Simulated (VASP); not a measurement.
# BN (P1) in VASP: a series of runs

Runs on BN. Level: LDA. Tasks: single point.

Program: VASP 6.6.1. These are calculated values, not measurements. Logs are shortened: lines on timing, memory, paths and dates and some standing lists are left out, and cuts for length are marked.

### 1 The cell of the first run

The typed cell holds 2 atoms: a = 3.669 Å, b = 3.669 Å, c = 3.669 Å, α = 39.87°, β = 39.87°, γ = 39.87°.

### 2 Single point, LDA (atom 1 (B) moved by (-0.200, -0.200) A along x and z)

INCAR

```
SYSTEM = BN
ALGO     = Normal         ! electronic algorithm
EDIFF    = 1E-6           ! SCF threshold, eV
ENCUT    = 600            ! plane-wave cutoff, eV
GGA_COMPAT= .FALSE.      
ISIF     = 2              ! what is computed and relaxed
ISMEAR   = 0              ! smearing method
LASPH    = .TRUE.         ! aspherical terms in the spheres
LCHARG   = .FALSE.        ! write CHGCAR
LREAL    = .FALSE.        ! projectors in reciprocal space
LWAVE    = .FALSE.        ! write WAVECAR
NBANDS   = 11             ! bands
NELM     = 120            ! most SCF steps
PREC     = Accurate       ! precision mode
SIGMA    = 0.05           ! smearing width, eV
```

KPOINTS

```
k-points
0
G
  12 12 12
  0 0 0
```

POSCAR

```
BN
1.0
    1.2511217832      0.7223354983      3.3729344033
   -1.2511217832      0.7223354983      3.3729344033
    0.0000000000     -1.4446709967      3.3729344033
B N
1 1
Direct
    0.8999777465      1.0598342870      0.9799060167
    0.3327618000      0.3327618000      0.3327618000
```

Potentials or basis: VASP PAW LDA potentials, release 64 (B, N).

On the command line:

```console
$ cat potpaw_LDA.64/B/POTCAR potpaw_LDA.64/N/POTCAR > POTCAR
$ mpirun -np 1 vasp_std > vasp.out
```

OUTCAR:

```text
SYSTEM = BN
   EDIFF = 1E-6
   ENCUT = 600
   ISIF = 2
   ISMEAR = 0
   LASPH = .TRUE.
   LREAL = .FALSE.
   NELM = 120
   PREC = Accurate

 ion  position               nearest neighbor table
   1  0.900  0.060  0.980-   2 1.29   2 1.47   2 1.63
   2  0.333  0.333  0.333-   1 1.29   1 1.47   1 1.63

  LATTYP: Found a trigonal (rhomboedric) cell.
 ALAT       =     3.6692997666
 COS(alpha) =     0.7674786796

  Lattice vectors:

 A1 = (   1.2511217832,   0.7223354983,   3.3729344033)
 A2 = (  -1.2511217832,   0.7223354983,   3.3729344033)
 A3 = (   0.0000000000,  -1.4446709967,   3.3729344033)

Analysis of symmetry for initial positions (statically):
=====================================================================
 Subroutine PRICEL returns:
 Original cell was already a primitive cell.

 Routine SETGRP: Setting up the symmetry group for a
 trigonal (rhombohedral) supercell.

 Subroutine GETGRP returns: Found  1 space group operations
 (whereof  1 operations were pure point group operations)
 out of a pool of 12 trial point group operations.

The static configuration has the point symmetry C_1 .

Analysis of symmetry for dynamics (positions and initial velocities):
=====================================================================
 Subroutine PRICEL returns:
 Original cell was already a primitive cell.

 Routine SETGRP: Setting up the symmetry group for a
 trigonal (rhombohedral) supercell.

 Subroutine GETGRP returns: Found  1 space group operations
 (whereof  1 operations were pure point group operations)
 out of a pool of 12 trial point group operations.

The dynamic configuration has the point symmetry C_1 .

 Subroutine INISYM returns: Found  1 space group operations
 (whereof  1 operations are pure point group operations),
 and found     1 'primitive' translations

----------------------------------------------------------------------------------------

                                     Primitive cell

  volume of cell :      18.2893

  direct lattice vectors                    reciprocal lattice vectors
     1.251121783  0.722335498  3.372934403     0.399641351  0.230733042  0.098825916
    -1.251121783  0.722335498  3.372934403    -0.399641351  0.230733042  0.098825916
     0.000000000 -1.444670997  3.372934403     0.000000000 -0.461466083  0.098825916

  length of vectors
     3.669299767  3.669299767  3.669299767     0.471929558  0.471929558  0.471929558

  position of ions in fractional coordinates (direct lattice)
     0.899977746  0.059834287  0.979906017
     0.332761800  0.332761800  0.332761800

  ion indices of the primitive-cell ions
   primitive index   ion index
                 1           1
                 2           2

----------------------------------------------------------------------------------------

 KPOINTS: k-points

Automatic generation of k-mesh.
 Grid dimensions read from file:
 generate k-points for:   12   12   12

 Generating k-lattice:

  Cartesian coordinates                     Fractional coordinates (reciprocal lattice)
     0.033303446  0.019227753  0.008235493     0.083333333  0.000000000  0.000000000
    -0.033303446  0.019227753  0.008235493     0.000000000  0.083333333  0.000000000
     0.000000000 -0.038455507  0.008235493     0.000000000  0.000000000  0.083333333

  Length of vectors
     0.039327463  0.039327463  0.039327463

  Shift w.r.t. Gamma in fractional coordinates (k-lattice)
     0.000000000  0.000000000  0.000000000

 Subroutine IBZKPT returns following result:
 ===========================================

 Found    868 irreducible k-points:

 Following reciprocal coordinates:
            Coordinates               Weight
  0.000000  0.000000  0.000000      1.000000
  0.083333  0.000000 -0.000000      2.000000
  0.000000  0.083333 -0.000000      2.000000
 -0.000000 -0.000000  0.083333      2.000000
  0.166667  0.000000  0.000000      2.000000
  0.000000  0.166667  0.000000      2.000000
[... 16 lines left out ...]
  0.166667  0.083333 -0.000000      2.000000
 -0.166667 -0.000000 -0.083333      2.000000
 [... further k-points ...]
   k-points           NKPTS =    868   k-points in BZ     NKDIM =    868   number of bands    NBANDS=     11
   number of dos      NEDOS =    301   number of ions     NIONS =      2
   total plane-waves  NPLWV =  27000
   dimension x,y,z NGX =    30 NGY =   30 NGZ =   30
   dimension x,y,z NGXF=    60 NGYF=   60 NGZF=   60
   ions per type =               1   1
   NGX,Y,Z   is equivalent  to a cutoff of  13.59, 13.59, 13.59 a.u.
   NGXF,Y,Z  is equivalent  to a cutoff of  27.18, 27.18, 27.18 a.u.
 SYSTEM =  BN
   PREC   = accura    normal or accurate (medium, high low for compatibility)
   ISTART =      0    job   : 0-new  1-cont  2-samecut
   ICHARG =      2    charge: 1-file 2-atom 10-const
   ISPIN  =      1    spin polarized calculation?
   LNONCOLLINEAR =      F non collinear calculations
   LSORBIT =      F    spin-orbit coupling
   LASPH  =      T    aspherical Exc in radial PAW
   ENCUT  =  600.0 eV  44.10 Ry    6.64 a.u.   7.33  7.33  7.33*2*pi/ulx,y,z
   NELM   =    120;   NELMIN=  2; NELMDL= -5     # of ELM steps
   EDIFF  = 0.1E-05   stopping-criterion for ELM
   LREAL  =      F    real-space projection
   EDIFFG = 0.1E-04   stopping-criterion for IOM
   NSW    =      0    number of steps for IOM
   IBRION =     -1    ionic relax: 0-MD 1-quasi-New 2-CG
   NFREE  =      0    steps in history (QN), initial steepest desc. (CG)
   ISIF   =      2    stress and relaxation
   ISYM   =      2    0-nonsym 1-usesym 2-fastsym
   POTIM  = 0.5000    time-step for ionic-motion
   TEBEG  =    0.0;   TEEND  =   0.0 temperature during run
   PSTRESS=    0.0 pullay stress
   NELECT =       8.0000    total number of electrons
   NUPDOWN=      -1.0000    fix difference up-down
   EMIN   =  10.00;   EMAX   =-10.00  energy-range for DOS
   EFERMI =   0.00;   METHOD = LEGACY
   ISMEAR =     0;   SIGMA  =   0.05  broadening in eV -4-tet -1-fermi 0-gaus
   EFERMI_NEDOS =   21; number of points for ismear=-14 and -15
   IALGO  =     38    algorithm
   IMIX   =      4    mixing-type and parameters
     AMIX     =   0.40;   BMIX     =  1.00
     AMIX_MAG =   1.60;   BMIX_MAG =  1.00
  volume/ion in A,a.u.               =       9.14        61.71
  Fermi-wavevector in a.u.,A,eV,Ry     =   1.242717  2.348395 21.012099  1.544346
  Thomas-Fermi vector in A             =   2.377059
   LORBIT       =      0    0 simple, 1 ext, 2 COOP (PROOUT), +10 PAW based schemes
   GGA     = CA    functional components
   LHFCALC =     F    Hartree Fock is set to
   AEXX    =    0.0000 exact exchange contribution
   IVDW    =     0    specifies the selected vdW correction
   LEPSILON=     F    determine dielectric tensor
   LRPA    =     F    only Hartree local field effects (RPA)
 non-spin polarized calculation
 Gauss-broadening in eV      SIGMA  =   0.05
  energy-cutoff  :      600.00
  volume of cell :       18.29
 maximum number of plane-waves:       624
 NGX is ok and might be reduce to    30
   NGX = 15   NGY = 15   NGZ = 15

 number of electron       8.0000000 magnetization

 Free energy of the ion-electron system (eV)
  ---------------------------------------------------
  ext. energy  EPLUGINS =         0.00000000
  ---------------------------------------------------
  free energy    TOTEN  =       -18.25653771 eV

  energy without entropy =      -18.25653771  energy(sigma->0) =      -18.25653771

 E-fermi :   3.4007     XC(G=0): -10.4552

 val. band max:        3.0565599030   @ k =   0.1667   0.1667   0.1667
 cond. band min:       4.8955355097   @ k =  -0.0000   0.5000   0.5000
 fundamental gap:      1.8389756067
 Fermi energy:         3.4007279019

 k-point     1 :       0.0000    0.0000    0.0000
  band No.  band energies     occupation
      1     -15.5199      2.00000
      2      -2.1782      2.00000
      3      -1.1411      2.00000
      4       3.0536      2.00000
      5       6.2219      0.00000
      6      11.0055      0.00000
      7      15.1829      0.00000
      8      16.0018      0.00000
      9      17.9848      0.00000
     10      27.2675      0.00000
     11      28.2384      0.00000

 k-point     2 :       0.0833    0.0000   -0.0000
  band No.  band energies     occupation
      1     -15.3904      2.00000
      2      -2.0724      2.00000
      3      -1.4602      2.00000
      4       2.6180      2.00000
      5       6.4446      0.00000
      6      11.5563      0.00000
      7      14.7569      0.00000
      8      15.8255      0.00000
      9      18.2923      0.00000
     10      27.1772      0.00000
     11      27.8782      0.00000

 k-point     3 :       0.0000    0.0833   -0.0000
  band No.  band energies     occupation
      1     -15.3767      2.00000
      2      -2.0489      2.00000
      3      -1.3233      2.00000
      4       2.2508      2.00000
      5       6.5128      0.00000
      6      11.3037      0.00000
      7      15.1194      0.00000
      8      16.1385      0.00000
      9      18.2914      0.00000
     10      26.3404      0.00000
     11      27.7549      0.00000

 k-point     4 :      -0.0000   -0.0000    0.0833
  band No.  band energies     occupation
      1     -15.3848      2.00000
      2      -2.0505      2.00000
      3      -1.4481      2.00000
      4       2.6010      2.00000
      5       6.4712      0.00000
      6      11.0246      0.00000
      7      15.0342      0.00000
      8      16.1280      0.00000
      9      18.3997      0.00000
     10      26.5414      0.00000
     11      27.7489      0.00000

 k-point     5 :       0.1667    0.0000    0.0000
  band No.  band energies     occupation
      1     -15.0106      2.00000
      2      -2.5681      2.00000
      3      -1.4939      2.00000
      4       1.6519      2.00000
      5       7.0333      0.00000
      6      12.4960      0.00000
      7      13.7285      0.00000
      8      15.8708      0.00000
      9      18.9847      0.00000
     10      24.9820      0.00000
     11      27.2973      0.00000
[... 211 lines left out ...]
 k-point    21 :      -0.0833   -0.0000   -0.0833
  band No.  band energies     occupation
      1     -15.3707      2.00000
      2      -2.1184      2.00000
      3      -1.3185      2.00000
      4       2.2639      2.00000
      5       6.5999      0.00000
      6      11.3000      0.00000
      7      15.0690      0.00000
      8      16.2313      0.00000
      9      18.2875      0.00000
     10      26.0795      0.00000
     11      27.7383      0.00000

 k-point    22 :       0.0000    0.0833    0.0833
  band No.  band energies     occupation
      1     -15.3847      2.00000
      2      -2.1087      2.00000
      3      -1.4851      2.00000
      4       2.6109      2.00000
      5       6.5635      0.00000
      6      11.5588      0.00000
      7      14.7987      0.00000
      8      15.7170      0.00000
      9      18.3022      0.00000
     10      27.1795      0.00000
     11      27.8396      0.00000

 k-point    23 :       0.1667    0.0833   -0.0000
  band No.  band energies     occupation
      1     -15.1262      2.00000
      2      -2.3448      2.00000
      3      -1.6772      2.00000
      4       2.0553      2.00000
      5       7.0083      0.00000
      6      11.7582      0.00000
      7      14.0894      0.00000
      8      16.0628      0.00000
      9      19.0308      0.00000
     10      25.2890      0.00000
     11      27.3112      0.00000

 k-point    24 :      -0.1667   -0.0000   -0.0833
  band No.  band energies     occupation
      1     -15.1020      2.00000
      2      -2.1231      2.00000
      3      -1.6674      2.00000
      4       1.3913      2.00000
      5       7.0862      0.00000
      6      12.3336      0.00000
      7      14.2706      0.00000
      8      16.1128      0.00000
      9      18.8046      0.00000
     10      24.4327      0.00000
     11      27.4819      0.00000

 [... further k-points ...]
[... 5 lines left out ...]
  --------------------------------------------------------------------------------------
  -------------------------------------------------------------------------------------
  Total        2.1832250      0.9711858     -0.5928450      2.5258113     -0.4938422     -1.5573697
  in kB      191.2543809     85.0775996    -51.9342717    221.2655437    -43.2614507   -136.4283437
  external PRESSURE =      74.7992363 kB  Pullay stress =       0.0000000 kB

 VOLUME and BASIS-vectors are now :
 -----------------------------------------------------------------------------
  energy-cutoff  :      600.00
  volume of cell :       18.29
      direct lattice vectors                 reciprocal lattice vectors
     1.251121783  0.722335498  3.372934403     0.399641351  0.230733042  0.098825916
    -1.251121783  0.722335498  3.372934403    -0.399641351  0.230733042  0.098825916
     0.000000000 -1.444670997  3.372934403     0.000000000 -0.461466083  0.098825916

 POSITION                                       TOTAL-FORCE (eV/Angst)
 -----------------------------------------------------------------------------------
      1.05112     -0.72234      6.54254         7.746163      2.506233      2.013318
      0.00000     -0.00000      3.36715        -7.746163     -2.506233     -2.013318
 -----------------------------------------------------------------------------------
    total drift:                               -0.000311     -0.000032      0.000763

  FREE ENERGIE OF THE ION-ELECTRON SYSTEM (eV)
  ---------------------------------------------------
  free  energy   TOTEN  =       -18.2565377122 eV

  energy  without entropy=      -18.2565377122  energy(sigma->0) =      -18.25653771
```

It took 2.8 min on 1 thread of AMD EPYC 9R45 (Zen 5), shared host; peak memory 0.28 GiB.

What came out:

```
Free energy            : -18.2565 eV
Pressure               : 7.5 GPa
Largest force          : 8.387 eV/Å
Band gap on the k mesh : 1.84 eV, indirect (least direct gap 3.17 eV)
```

Forces in eV/Å, atoms in the order of the input:
```
B    7.746  2.506  2.013
N   -7.746 -2.506 -2.013
```

Stress tensor (GPa, compression positive):
```
 19.13  22.13 -13.64
 22.13   8.51  -4.33
-13.64  -4.33  -5.19
```

Caveat: the cell differs from its parent crystal (atom 1 (B) moved by (-0.200, -0.200) A along x and z); forces of over 1 eV/Å act on the atoms, so gaps and moduli don't describe the material at rest. A k mesh can miss the band edges.

### 3 Single point, LDA (atom 1 (B) moved by (-0.200, +0.000) A along x and z)

INCAR

```
PREC = Accurate ; ENCUT = 600
EDIFF = 1E-6 ; ISMEAR = 0
SIGMA = 0.05 ; LREAL = False
LASPH = True ; NELM = 120
ALGO = Normal ; ISIF = 2
LWAVE = False ; LCHARG = False
NBANDS = 11 ; GGA_COMPAT = False
```

KPOINTS

```
regular mesh
0
Gamma
  12 12 12
```

Changes to POSCAR since step 2:

```diff
@@ -8,3 +8,3 @@
 Direct
-    0.8999777465      1.0598342870      0.9799060167
+    0.9197429298      1.0795994702      0.9996712000
     0.3327618000      0.3327618000      0.3327618000
```

Potentials or basis: VASP PAW LDA potentials, release 64 (B, N).

On the command line:

```console
$ cat potpaw_LDA.64/B/POTCAR potpaw_LDA.64/N/POTCAR > POTCAR
$ mpirun -np 1 vasp_std > vasp.out
```

OUTCAR:

```text
PREC = Accurate
   ENCUT = 600
   EDIFF = 1E-6
   ISMEAR = 0
   LREAL = False
   LASPH = True
   NELM = 120
   ISIF = 2

 ion  position               nearest neighbor table
   1  0.920  0.080  1.000-   2 1.28   2 1.46   2 1.62
   2  0.333  0.333  0.333-   1 1.28   1 1.46   1 1.62

  LATTYP: Found a trigonal (rhomboedric) cell.
 ALAT       =     3.6692997666
 COS(alpha) =     0.7674786796

  Lattice vectors:

 A1 = (   1.2511217832,   0.7223354983,   3.3729344033)
 A2 = (  -1.2511217832,   0.7223354983,   3.3729344033)
 A3 = (   0.0000000000,  -1.4446709967,   3.3729344033)
[... 513 lines left out ...]
      7      13.8981      0.00000
      8      15.9632      0.00000
      9      18.8404      0.00000
     10      24.8552      0.00000
     11      28.2347      0.00000

 [... further k-points ...]
[... 5 lines left out ...]
  --------------------------------------------------------------------------------------
  -------------------------------------------------------------------------------------
  Total        2.6310137      1.3384281     -0.1348829      3.0192209      0.0079062      0.0031538
  in kB      230.4814620    117.2486715    -11.8159851    264.4890983      0.6925982      0.2762785
  external PRESSURE =     111.9713828 kB  Pullay stress =       0.0000000 kB

 VOLUME and BASIS-vectors are now :
 -----------------------------------------------------------------------------
  energy-cutoff  :      600.00
  volume of cell :       18.29
      direct lattice vectors                 reciprocal lattice vectors
     1.251121783  0.722335498  3.372934403     0.399641351  0.230733042  0.098825916
    -1.251121783  0.722335498  3.372934403    -0.399641351  0.230733042  0.098825916
     0.000000000 -1.444670997  3.372934403     0.000000000 -0.461466083  0.098825916

 POSITION                                       TOTAL-FORCE (eV/Angst)
 -----------------------------------------------------------------------------------
      1.05112     -0.72234      6.74254         8.473380      2.749105      0.001701
      0.00000     -0.00000      3.36715        -8.473380     -2.749105     -0.001701
 -----------------------------------------------------------------------------------
    total drift:                               -0.000476     -0.000074      0.000039

  FREE ENERGIE OF THE ION-ELECTRON SYSTEM (eV)
  ---------------------------------------------------
  free  energy   TOTEN  =       -18.4538095945 eV

  energy  without entropy=      -18.4538095945  energy(sigma->0) =      -18.45380959
```

OSZICAR:

```text
N       E                     dE             d eps       ncg     rms          rms(c)
DAV:   1     0.134773314646E+02    0.13477E+02   -0.47074E+03 19352   0.732E+02
DAV:   2    -0.200483867752E+02   -0.33526E+02   -0.32281E+02 22625   0.158E+02
DAV:   3    -0.207897204633E+02   -0.74133E+00   -0.74019E+00 23481   0.212E+01
DAV:   4    -0.207918614001E+02   -0.21409E-02   -0.21409E-02 20859   0.139E+00
DAV:   5    -0.207918716089E+02   -0.10209E-04   -0.10209E-04 23275   0.812E-02    0.852E+00
DAV:   6    -0.187405117953E+02    0.20514E+01   -0.68775E+00 20677   0.145E+01    0.372E+00
DAV:   7    -0.185164173175E+02    0.22409E+00   -0.25577E-01 22994   0.381E+00    0.218E+00
DAV:   8    -0.184542423214E+02    0.62175E-01   -0.15467E-01 22741   0.248E+00    0.282E-01
DAV:   9    -0.184538312454E+02    0.41108E-03   -0.41048E-03 20956   0.548E-01    0.143E-01
DAV:  10    -0.184538040872E+02    0.27158E-04   -0.25263E-04 22819   0.140E-01    0.319E-02
DAV:  11    -0.184538092243E+02   -0.51371E-05   -0.14604E-05 22591   0.298E-02    0.197E-02
DAV:  12    -0.184538095945E+02   -0.37019E-06   -0.26860E-06 21331   0.108E-02
   1 F= -.18453810E+02 E0= -.18453810E+02  d E =-.359650E-21
```

stdout:

```text
POSCAR found type information on POSCAR B N
 POSCAR found :  2 types and       2 ions
 scaLAPACK will be used
 LDA part: xc-table for (Slater(with rela. corr.)+CA(PZ))
 , standard interpolation
 POSCAR, INCAR and KPOINTS ok, starting setup
 FFT: planning ... GRIDC
 FFT: planning ... GRID_SOFT
 FFT: planning ... GRID
 WAVECAR not read
 entering main loop
```

Run time: 2.6 min. Hardware: 1 thread of AMD EPYC 9R45 (Zen 5), shared host; peak memory 0.28 GiB.

What came out:

* Free energy: -18.4538 eV
* Pressure: 11.2 GPa
* Largest force: 8.908 eV/Å
* Band gap on the k mesh: 2.23 eV, indirect (least direct gap 3.87 eV)

Forces in eV/Å, atoms in the order of the input:
```
B    8.473  2.749  0.002
N   -8.473 -2.749 -0.002
```

Caveat: the cell differs from its parent crystal (atom 1 (B) moved by (-0.200, +0.000) A along x and z); forces of over 1 eV/Å act on the atoms, so gaps and moduli don't describe the material at rest.
